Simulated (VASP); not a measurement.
# Re (Fm-3m) in VASP: a series of runs, part 2 of 2

VASP 6.6.1. The steps go on from the part before.

## (5) Single point, PBE (volume 14.046 Å^3 an atom, c/a of the conventional cell 1.0000)

INCAR reads:

```
SYSTEM = Re
PREC     = Accurate       ! precision mode
ENCUT    = 520            ! plane-wave cutoff, eV
EDIFF    = 1E-7           ! SCF threshold, eV
ISMEAR   = 0              ! smearing method
SIGMA    = 0.15           ! smearing width, eV
LREAL    = .False.        ! projectors in reciprocal space
LASPH    = .True.         ! aspherical terms in the spheres
NELM     = 60             ! most SCF steps
ALGO     = Normal         ! electronic algorithm
ISIF     = 2              ! what is computed and relaxed
LWAVE    = .False.        ! write WAVECAR
LCHARG   = .False.        ! write CHGCAR
GGA      = PE             ! functional
NBANDS   = 10             ! bands
```

KPOINTS reads:

```
regular mesh
0
Gamma
  10 10 10
  0 0 0
```

POSCAR reads:

```
Re
1.0
    0.0000000000      1.9150240074      1.9150240074
    1.9150240074      0.0000000000      1.9150240074
    1.9150240074      1.9150240074      0.0000000000
Re
1
Direct
    0.0000000000      0.0000000000      0.0000000000
```

Potentials or basis: VASP PAW PBE potentials, release 64 (Re).

The run is started by

```sh
cat potpaw_PBE.64/Re/POTCAR > POTCAR
mpirun -np 1 vasp_std > vasp.out
```

OUTCAR:

```text
SYSTEM = Re
   PREC = Accurate
   ENCUT = 520
   EDIFF = 1E-7
   ISMEAR = 0
   LREAL = .False.
   LASPH = .True.
   NELM = 60
   ISIF = 2
   GGA = PE

 ion  position               nearest neighbor table
   1  0.000  0.000  0.000-

  LATTYP: Found a face centered cubic cell.
 ALAT       =     3.8300480148

  Lattice vectors:

 A1 = (   0.0000000000,   1.9150240074,   1.9150240074)
 A2 = (   1.9150240074,   0.0000000000,   1.9150240074)
 A3 = (   1.9150240074,   1.9150240074,   0.0000000000)

Analysis of symmetry for initial positions (statically):
=====================================================================
 Subroutine PRICEL returns:
 Original cell was already a primitive cell.

 Routine SETGRP: Setting up the symmetry group for a
 face centered cubic supercell.

 Subroutine GETGRP returns: Found 48 space group operations
 (whereof 48 operations were pure point group operations)
 out of a pool of 48 trial point group operations.

The static configuration has the point symmetry O_h .

Analysis of symmetry for dynamics (positions and initial velocities):
=====================================================================
 Subroutine PRICEL returns:
 Original cell was already a primitive cell.

 Routine SETGRP: Setting up the symmetry group for a
 face centered cubic supercell.

 Subroutine GETGRP returns: Found 48 space group operations
 (whereof 48 operations were pure point group operations)
 out of a pool of 48 trial point group operations.

The dynamic configuration has the point symmetry O_h .

 Subroutine INISYM returns: Found 48 space group operations
 (whereof 48 operations are pure point group operations),
 and found     1 'primitive' translations

----------------------------------------------------------------------------------------

                                     Primitive cell

  volume of cell :      14.0460

  direct lattice vectors                    reciprocal lattice vectors
     0.000000000  1.915024007  1.915024007    -0.261093333  0.261093333  0.261093333
     1.915024007  0.000000000  1.915024007     0.261093333 -0.261093333  0.261093333
     1.915024007  1.915024007  0.000000000     0.261093333  0.261093333 -0.261093333

  length of vectors
     2.708252924  2.708252924  2.708252924     0.452226917  0.452226917  0.452226917

  position of ions in fractional coordinates (direct lattice)
     0.000000000  0.000000000  0.000000000

  ion indices of the primitive-cell ions
   primitive index   ion index
                 1           1

----------------------------------------------------------------------------------------

 KPOINTS: regular mesh

Automatic generation of k-mesh.
 Grid dimensions read from file:
 generate k-points for:   10   10   10

 Generating k-lattice:

  Cartesian coordinates                     Fractional coordinates (reciprocal lattice)
    -0.026109333  0.026109333  0.026109333     0.100000000  0.000000000  0.000000000
     0.026109333 -0.026109333  0.026109333     0.000000000  0.100000000  0.000000000
     0.026109333  0.026109333 -0.026109333     0.000000000  0.000000000  0.100000000

  Length of vectors
     0.045222692  0.045222692  0.045222692

  Shift w.r.t. Gamma in fractional coordinates (k-lattice)
     0.000000000  0.000000000  0.000000000

 Subroutine IBZKPT returns following result:
 ===========================================

 Found     47 irreducible k-points:

 Following reciprocal coordinates:
            Coordinates               Weight
  0.000000  0.000000  0.000000      1.000000
  0.100000  0.000000  0.000000      8.000000
  0.200000  0.000000  0.000000      8.000000
  0.300000  0.000000  0.000000      8.000000
  0.400000  0.000000  0.000000      8.000000
  0.500000  0.000000  0.000000      4.000000
[... 16 lines left out ...]
  0.300000  0.300000  0.000000      6.000000
  0.400000  0.300000  0.000000     24.000000
 [... further k-points ...]
   k-points           NKPTS =     47   k-points in BZ     NKDIM =     47   number of bands    NBANDS=     10
   number of dos      NEDOS =    301   number of ions     NIONS =      1
   total plane-waves  NPLWV =   8000
   dimension x,y,z NGX =    20 NGY =   20 NGZ =   20
   dimension x,y,z NGXF=    40 NGYF=   40 NGZF=   40
   ions per type =               1
   NGX,Y,Z   is equivalent  to a cutoff of  12.28, 12.28, 12.28 a.u.
   NGXF,Y,Z  is equivalent  to a cutoff of  24.55, 24.55, 24.55 a.u.
 SYSTEM =  Re
   PREC   = accura    normal or accurate (medium, high low for compatibility)
   ISTART =      0    job   : 0-new  1-cont  2-samecut
   ICHARG =      2    charge: 1-file 2-atom 10-const
   ISPIN  =      1    spin polarized calculation?
   LNONCOLLINEAR =      F non collinear calculations
   LSORBIT =      F    spin-orbit coupling
   LASPH  =      T    aspherical Exc in radial PAW
   ENCUT  =  520.0 eV  38.22 Ry    6.18 a.u.   5.04  5.04  5.04*2*pi/ulx,y,z
   NELM   =     60;   NELMIN=  2; NELMDL= -5     # of ELM steps
   EDIFF  = 0.1E-06   stopping-criterion for ELM
   LREAL  =      F    real-space projection
   EDIFFG = 0.1E-05   stopping-criterion for IOM
   NSW    =      0    number of steps for IOM
   IBRION =     -1    ionic relax: 0-MD 1-quasi-New 2-CG
   NFREE  =      0    steps in history (QN), initial steepest desc. (CG)
   ISIF   =      2    stress and relaxation
   ISYM   =      2    0-nonsym 1-usesym 2-fastsym
   POTIM  = 0.5000    time-step for ionic-motion
   TEBEG  =    0.0;   TEEND  =   0.0 temperature during run
   PSTRESS=    0.0 pullay stress
   NELECT =       7.0000    total number of electrons
   NUPDOWN=      -1.0000    fix difference up-down
   EMIN   =  10.00;   EMAX   =-10.00  energy-range for DOS
   EFERMI =   0.00;   METHOD = LEGACY
   ISMEAR =     0;   SIGMA  =   0.15  broadening in eV -4-tet -1-fermi 0-gaus
   EFERMI_NEDOS =   21; number of points for ismear=-14 and -15
   IALGO  =     38    algorithm
   IMIX   =      4    mixing-type and parameters
     AMIX     =   0.40;   BMIX     =  1.00
     AMIX_MAG =   1.60;   BMIX_MAG =  1.00
  volume/ion in A,a.u.               =      14.05        94.79
  Fermi-wavevector in a.u.,A,eV,Ry     =   1.297946  2.452762 22.921243  1.684664
  Thomas-Fermi vector in A             =   2.429306
   LORBIT       =      0    0 simple, 1 ext, 2 COOP (PROOUT), +10 PAW based schemes
   GGA     = PE    functional components
   LHFCALC =     F    Hartree Fock is set to
   AEXX    =    0.0000 exact exchange contribution
   IVDW    =     0    specifies the selected vdW correction
   LEPSILON=     F    determine dielectric tensor
   LRPA    =     F    only Hartree local field effects (RPA)
 non-spin polarized calculation
 Gauss-broadening in eV      SIGMA  =   0.15
  energy-cutoff  :      520.00
  volume of cell :       14.05
 maximum number of plane-waves:       388
   NGX =  9   NGY =  9   NGZ =  9

 number of electron       7.0000000 magnetization

 Free energy of the ion-electron system (eV)
  ---------------------------------------------------
  ext. energy  EPLUGINS =         0.00000000
  ---------------------------------------------------
  free energy    TOTEN  =       -12.30122299 eV

  energy without entropy =      -12.28873978  energy(sigma->0) =      -12.29498139

 E-fermi :   8.7832     XC(G=0): -13.9886

 val. band max:        8.7621815064   @ k =   0.3000   0.2000   0.0000
 cond. band min:       8.7868374952   @ k =  -0.3000   0.3000   0.1000
 fundamental gap:      0.0246559889
 Fermi energy:         8.7832184092

 k-point     1 :       0.0000    0.0000    0.0000
  band No.  band energies     occupation
      1      -1.7135      2.00000
      2       6.7040      2.00000
      3       6.7040      2.00000
      4       6.7040      2.00000
      5      10.1236      0.00000
      6      10.1236      0.00000
      7      22.7032      0.00000
      8      28.6237      0.00000
      9      28.6237      0.00000
     10      28.6237      0.00000

 k-point     2 :       0.1000    0.0000    0.0000
  band No.  band energies     occupation
      1      -1.2307      2.00000
      2       6.3864      2.00000
      3       6.9222      2.00000
      4       6.9222      2.00000
      5       9.9514      0.00000
      6       9.9514      0.00000
      7      23.6261      0.00000
      8      26.7241      0.00000
      9      29.5198      0.00000
     10      29.5198      0.00000
[... 274 lines left out ...]
 k-point    24 :       0.4000    0.3000    0.0000
  band No.  band energies     occupation
      1       2.2542      2.00000
      2       3.2956      2.00000
      3       7.7533      2.00000
      4      10.4187      0.00000
      5      12.2106      0.00000
      6      12.6954      0.00000
      7      23.4756      0.00000
      8      25.5227      0.00000
      9      27.2155      0.00000
     10      31.5745      0.00000

 [... further k-points ...]
[... 5 lines left out ...]
  --------------------------------------------------------------------------------------
  -------------------------------------------------------------------------------------
  Total        2.4206769      2.4206769      2.4206769      0.0000000     -0.0000000     -0.0000000
  in kB      276.1180105    276.1180105    276.1180105      0.0000000     -0.0000000     -0.0000000
  external PRESSURE =     276.1180105 kB  Pullay stress =       0.0000000 kB

 VOLUME and BASIS-vectors are now :
 -----------------------------------------------------------------------------
  energy-cutoff  :      520.00
  volume of cell :       14.05
      direct lattice vectors                 reciprocal lattice vectors
     0.000000000  1.915024007  1.915024007    -0.261093333  0.261093333  0.261093333
     1.915024007  0.000000000  1.915024007     0.261093333 -0.261093333  0.261093333
     1.915024007  1.915024007  0.000000000     0.261093333  0.261093333 -0.261093333

 POSITION                                       TOTAL-FORCE (eV/Angst)
 -----------------------------------------------------------------------------------
      0.00000      0.00000      0.00000         0.000000     -0.000000     -0.000000
 -----------------------------------------------------------------------------------
    total drift:                               -0.000000     -0.000000      0.000000

  FREE ENERGIE OF THE ION-ELECTRON SYSTEM (eV)
  ---------------------------------------------------
  free  energy   TOTEN  =       -12.3012229891 eV

  energy  without entropy=      -12.2887397841  energy(sigma->0) =      -12.29498139
```

Wall time 11 s (1 thread of AMD EPYC 7R13, shared host); peak memory 0.1 GiB.

What came out:

```yaml
Free_energy: -12.3012 eV
Pressure: 27.6 GPa
```

Caveat: spin-orbit coupling is left out, which moves the levels of the heavy elements.

## (6) The runs side by side

| cell | gap on the mesh (eV) | pressure (GPa) |
| --- | --- | --- |
| a = 2.754 Å, angles 60.0°, 1 atom | none | 5.3 |
| a = 2.724 Å, angles 60.0°, 1 atom | none | 19.5 |
| a = 2.783 Å, angles 60.0°, 1 atom | none | -6.5 |
| a = 2.708 Å, angles 60.0°, 1 atom | none | 27.6 |

Alike in all rows: task single point; level PBE; potentials or basis VASP PAW PBE potentials, release 64 (Re); no spin polarisation; k mesh 10 × 10 × 10; cutoff (eV) 520; smearing gaussian 0.15 eV.

Caveats: spin-orbit coupling is left out, which moves the levels of the heavy elements.

Absolute energies hang on the potentials; compare differences alone.
